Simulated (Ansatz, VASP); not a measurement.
# ScF3: VASP beside Ansatz

```
Sc F
1.0
     4.01245    0.00000    0.00000
     0.00000    4.01245    0.00000
     0.00000    0.00000    4.01245
Sc F
1 3
Direct
  0.05608 0.00000 0.00000
  0.50000 0.00000 0.00000
  0.00000 0.50000 0.00000
  0.00000 0.00000 0.50000
```

Change from the starting cell: all Sc atoms moved +0.225 Å, as atom 1 along Cartesian [1 0 0].

Alike in both runs: task single point; functional LDA; k mesh 6 × 6 × 6; occupations gaussian, width 0.05 eV; no spin polarisation.

|  | VASP | Ansatz |
| --- | --- | --- |
| version | VASP 6.6.1 | Ansatz 0.2.0 |
| potentials or method | VASP PAW LDA potentials, release 64 (Sc_sv, F), cutoff 520 eV | scalar-relativistic, plane waves, PAW |
| valence electrons in the cell | 32 | 32 |

VASP gave:

| Quantity | Value |
| --- | --- |
| gap on the k mesh at the Fermi level (eV) | 6.25 |
| least direct gap on the mesh (eV) | 6.81 |
| pressure (GPa) | 0.9 |
| traceless stress, the component that is largest in VASP (GPa) | 8.12 |
| rms of the force components (eV/Å) | 1.298 |

Q: Which values does Ansatz return?

A: gap on the k mesh at the Fermi level (eV): 6.29; least direct gap on the mesh (eV): 6.85; pressure (GPa): 0.1; traceless stress, the component that is largest in VASP (GPa): 7.75; rms of the force components (eV/Å): 1.196.

LDA's correlation is that of Perdew and Zunger in VASP and of Perdew and Wang (1992) in Ansatz. Atom by atom the forces differ by 0.103 eV/Å (rms over components).
